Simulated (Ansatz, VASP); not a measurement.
## TiN in VASP and in Ansatz

Contents of INCAR:

```
PREC = Accurate
ENCUT = 600
EDIFF = 1E-6
ISMEAR = -1
SIGMA = 0.05
LREAL = False
LASPH = True
NELM = 120
ALGO = Normal
ISIF = 2
LWAVE = False
LCHARG = False
GGA = PS
NBANDS = 16
GGA_COMPAT = False
```

The input KPOINTS:

```
Automatic mesh
0
Gamma
  13 13 13
```

File POSCAR:

```
TiN
1.0
    0.0000000000      2.1220000000      2.1220000000
    2.1220000000      0.0000000000      2.1220000000
    2.1220000000      2.1220000000      0.0000000000
Ti N
1 1
Direct
    0.0000000000      0.0000000000      0.0000000000
    0.5000000000      0.5000000000      0.5000000000
```

Input for Ansatz:

```yaml
crystal:
  lattice:
    - [0.0, 2.122, 2.122]
    - [2.122, 0.0, 2.122]
    - [2.122, 2.122, 0.0]
  atoms:
    - { symbol: Ti, position: [0.0, 0.0, 0.0] }
    - { symbol: "N", position: [0.5, 0.5, 0.5] }
kpoints:
  mp_grid: { grid: [13, 13, 13] }
  band_path:
    path:
      - [0.0, 0.0, 0.0]
      - [0.5, 0.0, 0.5]
      - [0.625, 0.25, 0.625]
      - [0.375, 0.375, 0.75]
      - [0.0, 0.0, 0.0]
      - [0.5, 0.5, 0.5]
      - [0.5, 0.25, 0.75]
      - [0.5, 0.0, 0.5]
    npoints: 14
scf:
  occupations: { method: fermi_dirac, width: 0.05 }
hamiltonian:
  xc: pbesol
  pseudopotentials: { kind: all_electron, lapw: { basis_error: 0.0005 } }
output:
  forces: true
  stress: true
  eigenvalues: true
  populations: true
  dos: { projected: true, de: 0.2, e_range: [-14, 8] }
```

Alike in both runs: task single point; functional PBEsol; k mesh 13 × 13 × 13; occupations fermi-dirac, width 0.05 eV; no spin polarisation.

```csv
,VASP,Ansatz
version,VASP 6.6.1,Ansatz 0.2.0
potentials or method,"VASP PAW PBE potentials, release 64 (Ti_sv, N), cutoff 600 eV","all-electron LAPW, scalar-relativistic"
```

```tsv
	VASP	Ansatz	Ansatz less VASP
pressure (GPa)	-7.7	-8.1	-0.32
```

VASP's potentials were made for PBE, not for PBEsol. Ansatz ran all-electron here, and VASP with PAW potentials.
